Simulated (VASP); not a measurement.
Crystal: TlZnBr3.

```
Tl Zn Br
1.0
     5.20043    0.00000    0.00000
     0.00000    5.20043    0.00000
     0.00000    0.00000    5.20043
Tl Zn Br
1 1 3
Cartesian
  0.0000 0.0000 0.0000
  2.6002 2.6002 2.6002
  2.6002 2.6002 0.0000
  2.6002 0.0000 2.6002
  0.0000 2.6002 2.6002
```

Base run:

- Program: VASP 6.6.1
- Functional: r2SCAN
- Potentials or basis: VASP PAW PBE potentials, release 64 (Tl_d, Zn, Br)
- Cutoff: 520 eV
- k mesh: 6 × 6 × 6
- Occupations: gaussian, width 0.01 eV
- Spin: no spin polarisation

Its results: band gap on the k mesh 0.87 eV, indirect (least direct gap 1.59 eV); pressure 0.0 GPa.

Task: The run is repeated on the same cell with these changes: functional from r2SCAN to PBE; further incar settings from ALGO = Normal; EDIFF = 1e-07; NBANDS = 31 to ALGO = Normal; EDIFF = 1e-06; NBANDS = 31. What comes out?

Result: Band gap on the k mesh 0.29 eV, indirect (least direct gap 1.00 eV); pressure 1.3 GPa.

Caveats: spin-orbit coupling is left out, which moves the levels of the heavy elements; the PAW data sets were made with another functional, which shifts forces and pressure a little (some runs).

A k mesh can miss the band edges.
